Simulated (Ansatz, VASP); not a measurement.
Two plane-wave programs on MgS

Contents of INCAR:

```
  PREC = Accurate
  ENCUT = 520
  EDIFF = 1E-7
  ISMEAR = 0
  SIGMA = 0.02
  LREAL = False
  LASPH = True
  NELM = 120
  ALGO = Normal
  ISIF = 2
  LWAVE = False
  LCHARG = False
  GGA = PS
  IBRION = 2
  NSW = 60
  EDIFFG = -0.002
  GGA_COMPAT = False
  NELMIN = 4
```

The input KPOINTS:

```
regular mesh
0
Gamma
  6 6 6
```

The input POSCAR:

```
MgS
1.0
    0.0000000000      2.8539585520      2.7979399374
    2.8539585520      0.0000000000      2.7979399374
    2.8539585520      2.8539585520      0.0000000000
Mg S
1 1
Direct
    0.0000000000      0.0000000000      0.0000000000
    0.2500000000      0.2500000000      0.2500000000
```

Input for Ansatz:

```yaml
crystal:
  lattice:
    - [0.0, 2.8539585547, 2.7979399362]
    - [2.8539585547, 0.0, 2.7979399362]
    - [2.8539585547, 2.8539585547, 0.0]
  atoms:
    - { symbol: Mg, position: [0.0, 0.0, 0.0] }
    - { symbol: S, position: [0.25, 0.25, 0.25] }
basis:
  ecutwfc: 420
kpoints:
  mp_grid: { grid: [6, 6, 6] }
hamiltonian:
  xc: pbesol
  pseudopotentials: { kind: paw, azcp: { folder: soft_1 } }
scf:
  occupations: { method: gaussian, width: 0.02 }
output:
  forces: true
  stress: true
  eigenvalues: true
relax:
  adjacent_minimum: "off"
  f_tol: 0.002
  max_steps: 40
```

Change from the starting cell: strained cell.

Alike in both runs: task relaxation of the atoms; functional PBEsol; k mesh 6 × 6 × 6; occupations gaussian, width 0.02 eV; no spin polarisation.

|  | VASP | Ansatz |
| --- | --- | --- |
| version | VASP 6.6.1 | Ansatz 0.2.0 |
| potentials or method | VASP PAW PBE potentials, release 64 (Mg, S), cutoff 520 eV | scalar-relativistic, plane waves, PAW |
| valence electrons in the cell | 8 | 16 |

```csv
,VASP,Ansatz,Ansatz less VASP
"gap on the k mesh at the Fermi level, each at its own relaxed structure (eV)",3.24,3.24,-0.002
```

VASP's potentials were made for PBE, not for PBEsol, and Ansatz warns of the same on its side. VASP's potentials hold 8 valence electrons a cell and Ansatz's 16, so a difference there can come from the potentials and not from the codes. Ansatz's warnings: stress scf threshold loose.

Noted on VASP's run: the relaxation stopped at its first step, so nothing moved.
